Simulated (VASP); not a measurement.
Set up this calculation in VASP 6.6.1, as the native input.

- Task: relaxation of the atoms
- Functional: PBE
- Potentials or basis: VASP PAW PBE potentials, release 64 (Ca_sv, S)
- Cutoff: 450 eV
- k mesh: 8 × 8 × 8
- Occupations: fermi-dirac, width 0.02 eV
- Spin: no spin polarisation
- Dipole correction: no
- Further INCAR settings: ALGO = Normal; EDIFF = 1e-07; IBRION = 2; EDIFFG = -0.02; NSW = 80

The structure of CaS (Oldhamite) lies in POSCAR:

```
CaS
1.0
    0.0000000000      2.8430000000      2.8430000000
    2.8430000000      0.0000000000      2.8430000000
    2.8430000000      2.8430000000      0.0000000000
Ca S
1 1
Direct
    0.0000000000      0.0000000000      0.0000000000
    0.5000000000      0.5000000000      0.5000000000
```

One way to write it, as run:

INCAR

```
SYSTEM = CaS
PREC = Accurate ; ENCUT = 450
EDIFF = 1E-7 ; ISMEAR = -1
SIGMA = 0.02 ; LREAL = .FALSE.
LASPH = .TRUE. ; NELM = 120
ALGO = Normal ; ISIF = 2
LWAVE = .FALSE. ; LCHARG = .FALSE.
GGA = PE ; IBRION = 2
NSW = 80 ; EDIFFG = -0.02
GGA_COMPAT = .FALSE. ; NELMIN = 4
```

KPOINTS

```
Automatic mesh
0
G
  8 8 8
  0 0 0
```

Potentials or basis: VASP PAW PBE potentials, release 64 (Ca_sv, S).

Run with:

```sh
$ cat potpaw_PBE.64/Ca_sv/POTCAR potpaw_PBE.64/S/POTCAR > POTCAR
$ mpirun -np 1 vasp_std > vasp.out
```

Results of the run:

* Pressure after relaxing: 0.9 GPa
* Band gap on the k mesh: 2.35 eV, indirect (least direct gap 3.16 eV)

Caveat: the relaxation stopped at its first step, so nothing moved.

It took 12 s on 1 thread of Intel(R) Xeon(R) Platinum 8259CL CPU @ 2.50GHz (Skylake/Cascade Lake) (shared host), peak memory 0.16 GiB.
